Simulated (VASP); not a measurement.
Wanted: the native input for a VASP 6.6.1 run.

| Property | Result |
| --- | --- |
| Task | single point |
| Functional | PBE |
| Potentials or basis | VASP PAW PBE potentials, release 64 (Zn, S) |
| Cutoff | 520 eV |
| k mesh | 4 × 4 × 6 |
| Occupations | gaussian, width 0.1 eV |
| Spin | no spin polarisation |
| Dipole correction | no |
| Further INCAR settings | ALGO = Normal; EDIFF = 1e-06; NBANDS = 46 |

The structure of ZnS lies in POSCAR:

```
ZnS
1.0
    6.1269307400      0.0000000000      0.0000000000
    0.0000000000      6.1269307400      0.0000000000
    0.0000000000      0.0000000000      3.6772445200
Zn S
4 4
Direct
    0.6804985700      0.6804985700      0.0000000000
    0.1804985700      0.8195014300      0.5000000000
    0.8195014300      0.1804985700      0.5000000000
    0.3195014300      0.3195014300      0.0000000000
    0.8195014300      0.8195014300      0.5000000000
    0.1804985700      0.1804985700      0.5000000000
    0.6804985700      0.3195014300      0.0000000000
    0.3195014300      0.6804985700      0.0000000000
```

One way to write it, as run:

INCAR

```
PREC     = Accurate       # precision mode
ENCUT    = 520            # plane-wave cutoff, eV
EDIFF    = 1E-6           # SCF threshold, eV
ISMEAR   = 0              # smearing method
SIGMA    = 0.1            # smearing width, eV
LREAL    = F              # projectors in reciprocal space
LASPH    = T              # aspherical terms in the spheres
NELM     = 100            # most SCF steps
ALGO     = Normal         # electronic algorithm
ISIF     = 2              # what is computed and relaxed
LWAVE    = F              # write WAVECAR
LCHARG   = F              # write CHGCAR
GGA      = PE             # functional
NBANDS   = 46             # bands
```

KPOINTS

```
Automatic mesh
0
Gamma
  4 4 6
```

Potentials or basis: VASP PAW PBE potentials, release 64 (Zn, S).

Launch:

```console
$ cat potpaw_PBE.64/Zn/POTCAR potpaw_PBE.64/S/POTCAR > POTCAR
$ mpirun -np 1 vasp_std > vasp.out
```

It gave:

The pressure is 21.7 GPa. The largest force is 1.135 eV/Å and the band gap on the k mesh is 2.97 eV, direct.

Caveat: forces of over 1 eV/Å act on the atoms, so gaps and moduli don't describe the material at rest.

Wall time 100 s on 1 thread of Intel(R) Xeon(R) 6975P-C (Granite Rapids), with other jobs on the host, peak memory 0.29 GiB.
